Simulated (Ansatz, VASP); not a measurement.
# Two plane-wave programs on InSb3

```xyz
4
Lattice="4.6429 0.0000 0.0000 0.0000 4.6429 0.0000 0.0000 0.0000 4.6429" Properties=species:S:1:pos:R:3 pbc="T T T"
In    0.0000    0.0000    0.0000
Sb    2.3214    0.0000    2.3214
Sb    0.0000    2.3214    2.3214
Sb    2.3214    2.3214    0.0000
```

Alike in both runs: task single point; functional PBEsol; k mesh 10 × 10 × 10; occupations gaussian, width 0.15 eV; no spin polarisation.

|  | VASP | Ansatz |
| --- | --- | --- |
| version | VASP 6.6.1 | Ansatz 0.2.0 |
| potentials or method | VASP PAW PBE potentials, release 64 (In_d, Sb), cutoff 520 eV | scalar-relativistic, plane waves, PAW |
| valence electrons in the cell | 28 | 58 |

|  | VASP | Ansatz | Ansatz less VASP |
| --- | --- | --- | --- |
| gap on the k mesh at the Fermi level (eV) | none | none | - |
| pressure (GPa) | 3.7 | 3.7 | -0.03 |

VASP's potentials were made for PBE, not for PBEsol, and Ansatz warns of the same on its side. A gap of «none» marks a metal or a gap that the smearing closes. VASP's potentials hold 28 valence electrons a cell and Ansatz's 58, so a difference there can come from the potentials and not from the codes.

Spin-orbit coupling is off throughout.
